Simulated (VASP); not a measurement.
# Li2Pt (P-1) in VASP: notebook, part 2 of 2

VASP 6.6.1. The steps go on from the part before.

## 3. Electric field gradients, LDA (equal xy, yz and zx shear strains of +2 %)

File INCAR:

```
PREC     = Accurate       # precision mode
ENCUT    = 520            # plane-wave cutoff, eV
EDIFF    = 1E-8           # SCF threshold, eV
ISMEAR   = -1             # smearing method
SIGMA    = 0.03           # smearing width, eV
LREAL    = F              # projectors in reciprocal space
LASPH    = T              # aspherical terms in the spheres
NELM     = 80             # most SCF steps
ALGO     = Normal         # electronic algorithm
ISIF     = 2              # what is computed and relaxed
LWAVE    = F              # write WAVECAR
LCHARG   = F              # write CHGCAR
LEFG     = T            
NBANDS   = 15             # bands
```

File KPOINTS:

```
Automatic mesh
0
Gamma
  9 9 12
```

File POSCAR:

```
Li2Pt
1.0
    4.1859989866      0.0418599899      0.0418599899
   -2.0567476787      3.6042514678      0.0153218197
    0.0266100000      0.0266100000      2.6610000000
Li Pt
2 1
Direct
    0.3333333333      0.6666666667      0.5000000000
    0.6666666667      0.3333333333      0.5000000000
    0.0000000000      0.0000000000      0.0000000000
```

Potentials or basis: VASP PAW LDA potentials, release 64 (Li_sv, Pt).

The run is started by

```sh
> cat potpaw_LDA.64/Li_sv/POTCAR potpaw_LDA.64/Pt/POTCAR > POTCAR
> mpirun -np 1 vasp_std > vasp.out
```

OUTCAR:

```text
PREC = Accurate
   ENCUT = 520
   EDIFF = 1E-8
   ISMEAR = -1
   LREAL = F
   LASPH = T
   NELM = 80
   ISIF = 2

 ion  position               nearest neighbor table
   1  0.333  0.667  0.500-   2 2.40   2 2.42   2 2.44   3 2.73   3 2.74   3 2.75   3 2.75   3 2.78
                             3 2.81
   2  0.667  0.333  0.500-   1 2.40   1 2.42   1 2.44   3 2.73   3 2.74   3 2.75   3 2.75   3 2.78
                             3 2.81
   3  0.000  0.000  0.000-   2 2.73   1 2.73   1 2.74   2 2.74   2 2.75   1 2.75   1 2.75   2 2.75
                             2 2.78   1 2.78   2 2.81   1 2.81

  LATTYP: Found a triclinic cell.
 ALAT       =     4.2226898600
 B/A-ratio  =     0.9827452114
 C/A-ratio  =     0.6302300607
 COS(alpha) =     0.0074204947
 COS(beta)  =     0.0272158149
 COS(gamma) =     0.5000757388

  Lattice vectors:

 A1 = (   2.1292513079,   3.6461114577,   0.0571818096)
 A2 = (  -2.0567476787,   3.6042514678,   0.0153218197)
 A3 = (   0.0266100000,   0.0266100000,   2.6610000000)

Analysis of symmetry for initial positions (statically):
=====================================================================
 Subroutine PRICEL returns:
 Original cell was already a primitive cell.

 Routine SETGRP: Setting up the symmetry group for a
 triclinic supercell.

 Subroutine GETGRP returns: Found  2 space group operations
 (whereof  2 operations were pure point group operations)
 out of a pool of  2 trial point group operations.

The static configuration has the point symmetry S_2 .

Analysis of symmetry for dynamics (positions and initial velocities):
=====================================================================
 Subroutine PRICEL returns:
 Original cell was already a primitive cell.

[... 585 lines left out ...]
      7       4.3400      2.00000
      8       4.4172      2.00000
      9       4.8712      1.99807
     10       6.3010      0.00000
     11      12.6623      0.00000
     12      15.2866      0.00000
     13      16.2078      0.00000
     14      18.3794      0.00000
     15      19.1639      0.00000

 [... further k-points ...]
[... 5 lines left out ...]
  --------------------------------------------------------------------------------------
  -------------------------------------------------------------------------------------
  Total       -0.9835769     -0.9865568     -1.2828022     -0.1714285     -0.0761684     -0.0765457
  in kB      -39.0368341    -39.1551013    -50.9126822     -6.8037660     -3.0230196     -3.0379938
  external PRESSURE =     -43.0348725 kB  Pullay stress =       0.0000000 kB

 VOLUME and BASIS-vectors are now :
 -----------------------------------------------------------------------------
  energy-cutoff  :      520.00
  volume of cell :       40.37
      direct lattice vectors                 reciprocal lattice vectors
     4.185998987  0.041859990  0.041859990     0.237573060  0.135585715 -0.003731588
    -2.056747679  3.604251468  0.015321820    -0.002731712  0.275902895 -0.002731712
     0.026610000  0.026610000  2.661000000    -0.003721515 -0.003721515  0.375873002

 POSITION                                       TOTAL-FORCE (eV/Angst)
 -----------------------------------------------------------------------------------
      0.03747      2.43009      1.35467        -0.044101     -0.000133     -0.001755
      2.11839      1.24263      1.36351         0.044101      0.000133      0.001755
      0.00000      0.00000      0.00000         0.000000     -0.000000      0.000000
 -----------------------------------------------------------------------------------
    total drift:                                0.000000     -0.000000     -0.000000

  FREE ENERGIE OF THE ION-ELECTRON SYSTEM (eV)
  ---------------------------------------------------
  free  energy   TOTEN  =       -13.1405551241 eV

  energy  without entropy=      -13.1366467572  energy(sigma->0) =      -13.13860094

 Electric field gradients (V/A^2)
---------------------------------------------------------------------
 ion       V_xx      V_yy      V_zz      V_xy      V_xz      V_yz
---------------------------------------------------------------------
   1      -0.127    -0.137     0.264    -0.056     0.022     0.023
   2      -0.127    -0.137     0.264    -0.056     0.022     0.023
   3     154.476   153.831  -308.307    -1.923    -6.339    -6.344
---------------------------------------------------------------------

 Electric field gradients after diagonalization (V/A^2)
 (convention: |V_zz| > |V_xx| > |V_yy|)
----------------------------------------------------------------------
 ion       V_xx      V_yy      V_zz     asymmetry (V_yy - V_xx)/ V_zz
----------------------------------------------------------------------
   1      -0.191    -0.076     0.266       0.432
   2      -0.191    -0.076     0.266       0.432
   3     156.105   152.377  -308.482       0.012
----------------------------------------------------------------------

           NMR quadrupolar parameters

 Cq : quadrupolar parameter    Cq=e*Q*V_zz/h
 eta: asymmetry parameters     (V_yy - V_xx)/ V_zz
 Q  : nuclear electric quadrupole moment in mb (millibarn)
----------------------------------------------------------------------
 ion       Cq(MHz)       eta       Q (mb)
----------------------------------------------------------------------
   1       0.001       0.432       1.000
   2       0.001       0.432       1.000
   3      -0.746       0.012       1.000
----------------------------------------------------------------------
```

OSZICAR:

```text
N       E                     dE             d eps       ncg     rms          rms(c)
DAV:   1     0.732202576883E+02    0.73220E+02   -0.72293E+03 14922   0.110E+03
DAV:   2    -0.630480972053E+01   -0.79525E+02   -0.72309E+02 17641   0.238E+02
DAV:   3    -0.137928255675E+02   -0.74880E+01   -0.73079E+01 27950   0.474E+01
DAV:   4    -0.138952065223E+02   -0.10238E+00   -0.10220E+00 16150   0.814E+00
DAV:   5    -0.138967175279E+02   -0.15110E-02   -0.15109E-02 21289   0.765E-01    0.765E+00
DAV:   6    -0.133900497871E+02    0.50667E+00   -0.28765E+00 16052   0.144E+01    0.291E+00
DAV:   7    -0.131593849282E+02    0.23066E+00   -0.36782E-01 15786   0.542E+00    0.971E-01
DAV:   8    -0.131437438936E+02    0.15641E-01   -0.21581E-02 19935   0.102E+00    0.491E-01
DAV:   9    -0.131405263274E+02    0.32176E-02   -0.82645E-03 19118   0.736E-01    0.912E-02
DAV:  10    -0.131405532894E+02   -0.26962E-04   -0.14614E-04 19030   0.962E-02    0.222E-02
DAV:  11    -0.131405552232E+02   -0.19339E-05   -0.76240E-06 21046   0.220E-02    0.267E-03
DAV:  12    -0.131405551248E+02    0.98478E-07   -0.25898E-07 19045   0.422E-03    0.809E-04
DAV:  13    -0.131405551241E+02    0.68621E-09   -0.12234E-08 17222   0.859E-04
   1 F= -.13140555E+02 E0= -.13138601E+02  d E =-.390837E-02
```

stdout:

```text
POSCAR found type information on POSCAR LiPt
 POSCAR found :  2 types and       3 ions
 scaLAPACK will be used
 LDA part: xc-table for (Slater(with rela. corr.)+CA(PZ))
 , standard interpolation
 POSCAR, INCAR and KPOINTS ok, starting setup
 FFT: planning ... GRIDC
 FFT: planning ... GRID_SOFT
 FFT: planning ... GRID
 WAVECAR not read
 entering main loop
ion   1
     0.0000222    -0.0233008    -0.0329419    -0.3952658    -0.0330258    -0.0007120
     0.0000306    -0.0233008    -0.0329419    -0.3952658    -0.0330258    -0.0007120
     0.0000422    -0.0233008    -0.0329419    -0.3952658    -0.0330258    -0.0007120
     0.0000581    -0.0233008    -0.0329419    -0.3952658    -0.0330258    -0.0007120

     0.0000222    -0.0260911    -0.0368868    -0.4425998    -0.0369808    -0.0007973
     0.0000306    -0.0260911    -0.0368868    -0.4425998    -0.0369808    -0.0007973
     0.0000422    -0.0260911    -0.0368868    -0.4425998    -0.0369808    -0.0007973
     0.0000581    -0.0260911    -0.0368868    -0.4425998    -0.0369808    -0.0007973
[... 12 lines left out ...]
ion   3
     0.0000674    -0.2035914    -0.1419701    -5.4288999    -0.1423199    -0.0005707
     0.0000928    -0.2035914    -0.1419701    -5.4288998    -0.1423199    -0.0005707
     0.0001278    -0.2035914    -0.1419701    -5.4288997    -0.1423199    -0.0005707
     0.0001760    -0.2035914    -0.1419701    -5.4288995    -0.1423199    -0.0005707

     0.0000674     1.7133756     5.7379218   243.6057553     5.7329862    -0.2933148
     0.0000928     1.7082798     5.7308834   243.3395930     5.7259447    -0.2931294
     0.0001278     1.7004191     5.7200278   242.9316600     5.7150842    -0.2928457
     0.0001760     1.6883462     5.7033572   242.3091007     5.6984061    -0.2924135
```

Wall time 3.2 min (1 thread of Intel Xeon Platinum 8259CL at 2.50GHz (Skylake/Cascade Lake), shared host); peak memory 0.37 GiB.

Results:

| Property | Result |
| --- | --- |
| Free energy | -13.1406 eV |
| Largest force | 0.044 eV/Å |
| Band gap on the k mesh | zero (bands 8 and 9 overlap by 1.84 eV) |
| Largest electric field gradient by atom | Li +0.3; Pt -308.5 V/Å² |

Forces on the atoms (eV/Å):
```
Li  -0.044  0.000 -0.002
Li   0.044  0.000  0.002
Pt   0.000  0.000  0.000
```

Electric field gradients, principal values (V/Å²):
| atom | least | middle | greatest (by size) |
| --- | --- | --- | --- |
| 1 Li | -0.076 | -0.191 | 0.266 |
| 2 Li | -0.076 | -0.191 | 0.266 |
| 3 Pt | 152.377 | 156.105 | -308.482 |

Caveat: the cell differs from its parent crystal (equal xy, yz and zx shear strains of +2 %); the cutoff is under 1.25 times the usual one of these potentials, so pressure, stress and relaxed cells hold a basis-set (Pulay) error; without QUAD_EFG the Cq values of the log hold for a quadrupole moment of 1 mb, not for the nuclei; spin-orbit coupling is left out, which moves the levels of the heavy elements.

## 4. Electric field gradients, LDA (equal xy, yz and zx shear strains of +2 %)

File INCAR:

```
SYSTEM = Li2Pt
ALGO     = Normal         ! electronic algorithm
EDIFF    = 1E-8           ! SCF threshold, eV
ENCUT    = 520            ! plane-wave cutoff, eV
ISIF     = 2              ! what is computed and relaxed
ISMEAR   = -1             ! smearing method
LASPH    = .True.         ! aspherical terms in the spheres
LCHARG   = .False.        ! write CHGCAR
LEFG     = .True.       
LREAL    = .False.        ! projectors in reciprocal space
LWAVE    = .False.        ! write WAVECAR
NBANDS   = 15             ! bands
NELM     = 100            ! most SCF steps
PREC     = Accurate       ! precision mode
SIGMA    = 0.03           ! smearing width, eV
```

File KPOINTS:

```
k-points
0
Gamma
  9 9 12
  0 0 0
```

POSCAR is that of step 3.

Potentials or basis: VASP PAW LDA potentials, release 64 (Li_sv, Pt).

The run is started by

```sh
> cat potpaw_LDA.64/Li_sv/POTCAR potpaw_LDA.64/Pt/POTCAR > POTCAR
> mpirun -np 1 vasp_std > vasp.out
```

OUTCAR:

```text
SYSTEM = Li2Pt
   EDIFF = 1E-8
   ENCUT = 520
   ISIF = 2
   ISMEAR = -1
   LASPH = .True.
   LREAL = .False.
   NELM = 100
   PREC = Accurate

 ion  position               nearest neighbor table
   1  0.333  0.667  0.500-   2 2.40   2 2.42   2 2.44   3 2.73   3 2.74   3 2.75   3 2.75   3 2.78
                             3 2.81
   2  0.667  0.333  0.500-   1 2.40   1 2.42   1 2.44   3 2.73   3 2.74   3 2.75   3 2.75   3 2.78
                             3 2.81
   3  0.000  0.000  0.000-   2 2.73   1 2.73   1 2.74   2 2.74   2 2.75   1 2.75   1 2.75   2 2.75
                             2 2.78   1 2.78   2 2.81   1 2.81

  LATTYP: Found a triclinic cell.
 ALAT       =     4.2226898600
 B/A-ratio  =     0.9827452114
 C/A-ratio  =     0.6302300607
 COS(alpha) =     0.0074204947
 COS(beta)  =     0.0272158149
 COS(gamma) =     0.5000757388

  Lattice vectors:

 A1 = (   2.1292513079,   3.6461114577,   0.0571818096)
 A2 = (  -2.0567476787,   3.6042514678,   0.0153218197)
 A3 = (   0.0266100000,   0.0266100000,   2.6610000000)

[... 634 lines left out ...]

 POSITION                                       TOTAL-FORCE (eV/Angst)
 -----------------------------------------------------------------------------------
      0.03747      2.43009      1.35467        -0.044101     -0.000133     -0.001755
      2.11839      1.24263      1.36351         0.044101      0.000133      0.001755
      0.00000      0.00000      0.00000         0.000000     -0.000000      0.000000
 -----------------------------------------------------------------------------------
    total drift:                                0.000000     -0.000000     -0.000000

  FREE ENERGIE OF THE ION-ELECTRON SYSTEM (eV)
  ---------------------------------------------------
  free  energy   TOTEN  =       -13.1405551241 eV

  energy  without entropy=      -13.1366467572  energy(sigma->0) =      -13.13860094

 Electric field gradients (V/A^2)
---------------------------------------------------------------------
 ion       V_xx      V_yy      V_zz      V_xy      V_xz      V_yz
---------------------------------------------------------------------
   1      -0.127    -0.137     0.264    -0.056     0.022     0.023
   2      -0.127    -0.137     0.264    -0.056     0.022     0.023
   3     154.476   153.831  -308.307    -1.923    -6.339    -6.344
---------------------------------------------------------------------

 Electric field gradients after diagonalization (V/A^2)
 (convention: |V_zz| > |V_xx| > |V_yy|)
----------------------------------------------------------------------
 ion       V_xx      V_yy      V_zz     asymmetry (V_yy - V_xx)/ V_zz
----------------------------------------------------------------------
   1      -0.191    -0.076     0.266       0.432
   2      -0.191    -0.076     0.266       0.432
   3     156.105   152.377  -308.482       0.012
----------------------------------------------------------------------

           NMR quadrupolar parameters

 Cq : quadrupolar parameter    Cq=e*Q*V_zz/h
 eta: asymmetry parameters     (V_yy - V_xx)/ V_zz
 Q  : nuclear electric quadrupole moment in mb (millibarn)
----------------------------------------------------------------------
 ion       Cq(MHz)       eta       Q (mb)
----------------------------------------------------------------------
   1       0.001       0.432       1.000
   2       0.001       0.432       1.000
   3      -0.746       0.012       1.000
----------------------------------------------------------------------
```

OSZICAR:

```text
N       E                     dE             d eps       ncg     rms          rms(c)
DAV:   1     0.732202576883E+02    0.73220E+02   -0.72293E+03 14922   0.110E+03
DAV:   2    -0.630480972053E+01   -0.79525E+02   -0.72309E+02 17641   0.238E+02
DAV:   3    -0.137928255675E+02   -0.74880E+01   -0.73079E+01 27950   0.474E+01
DAV:   4    -0.138952065223E+02   -0.10238E+00   -0.10220E+00 16150   0.814E+00
DAV:   5    -0.138967175279E+02   -0.15110E-02   -0.15109E-02 21289   0.765E-01    0.765E+00
DAV:   6    -0.133900497871E+02    0.50667E+00   -0.28765E+00 16052   0.144E+01    0.291E+00
DAV:   7    -0.131593849282E+02    0.23066E+00   -0.36782E-01 15786   0.542E+00    0.971E-01
DAV:   8    -0.131437438936E+02    0.15641E-01   -0.21581E-02 19935   0.102E+00    0.491E-01
DAV:   9    -0.131405263274E+02    0.32176E-02   -0.82645E-03 19118   0.736E-01    0.912E-02
DAV:  10    -0.131405532894E+02   -0.26962E-04   -0.14614E-04 19030   0.962E-02    0.222E-02
DAV:  11    -0.131405552232E+02   -0.19339E-05   -0.76240E-06 21046   0.220E-02    0.267E-03
DAV:  12    -0.131405551248E+02    0.98478E-07   -0.25898E-07 19045   0.422E-03    0.809E-04
DAV:  13    -0.131405551241E+02    0.68621E-09   -0.12234E-08 17222   0.859E-04
   1 F= -.13140555E+02 E0= -.13138601E+02  d E =-.390837E-02
```

Wall time 3 min (1 thread of Intel Xeon Platinum 8259CL at 2.50GHz (Skylake/Cascade Lake), shared host); peak memory 0.37 GiB.

What came out:

| Property | Result |
| --- | --- |
| Free energy | -13.1406 eV |
| Largest force | 0.044 eV/Å |
| Band gap on the k mesh | zero (bands 8 and 9 overlap by 1.84 eV) |
| Largest electric field gradient by atom | Li +0.3; Pt -308.5 V/Å² |

Forces in eV/Å, atoms in the order of the input:
```
Li  -0.044  0.000 -0.002
Li   0.044  0.000  0.002
Pt   0.000  0.000  0.000
```

Electric field gradients, principal values (V/Å²):
```csv
atom,least,middle,greatest (by size)
1 Li,-0.076,-0.191,0.266
2 Li,-0.076,-0.191,0.266
3 Pt,152.377,156.105,-308.482
```

Caveat: the cell differs from its parent crystal (equal xy, yz and zx shear strains of +2 %); the cutoff is under 1.25 times the usual one of these potentials, so pressure, stress and relaxed cells hold a basis-set (Pulay) error; without QUAD_EFG the Cq values of the log hold for a quadrupole moment of 1 mb, not for the nuclei; spin-orbit coupling is left out, which moves the levels of the heavy elements.
